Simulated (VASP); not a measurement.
A run of VASP 6.6.1:

The input POSCAR:

```
SrTl3
1.0
    4.8994350000      0.0000000000      0.0000000000
    0.0000000000      4.8994350000      0.0000000000
    0.0000000000      0.0000000000      4.9576560000
Sr Tl
1 3
Direct
    0.0000000000      0.0000000000      0.0000000000
    0.5000000000      0.5000000000      0.0000000000
    0.0000000000      0.5000000000      0.5000000000
    0.5000000000      0.0000000000      0.5000000000
```

File INCAR.step1:

```
ALGO = Normal
EDIFF = 1E-4
ENCUT = 520
GGA = PE
ISMEAR = -1
LASPH = T
LCHARG = F
LREAL = F
LWAVE = T
NBANDS = 32
NELM = 60
PREC = Accurate
SIGMA = 0.0742
```

The input INCAR.step2:

```
ALGO = Normal
EDIFF = 1E-6
ENCUT = 520
ISIF = 2
ISMEAR = -1
ISTART = 1
LASPH = T
LCHARG = F
LMIXTAU = T
LREAL = F
LWAVE = F
METAGGA = R2SCAN
NBANDS = 32
NELM = 60
PREC = Accurate
SIGMA = 0.0742
```

File KPOINTS:

```
k-points
0
Gamma
  7 7 7
```

Potentials or basis: VASP PAW PBE potentials, release 64 (Sr_sv, Tl_d).

Command:

```console
$ cat potpaw_PBE.64/Sr_sv/POTCAR potpaw_PBE.64/Tl_d/POTCAR > POTCAR
$ cp INCAR.step1 INCAR
$ mpirun -np 1 vasp_std > vasp.out
$ cp INCAR.step2 INCAR
$ mpirun -np 1 vasp_std > vasp.out
```

Hardware: 1 thread of Intel(R) Xeon(R) Platinum 8375C CPU @ 2.90GHz (Ice Lake) (shared host).

Question: Estimate the wall time of this run.

Answer: Wall time 4.3 min on 1 thread of Intel(R) Xeon(R) Platinum 8375C CPU @ 2.90GHz (Ice Lake), with other jobs on the host, peak memory 0.31 GiB. Counts: k points 40.
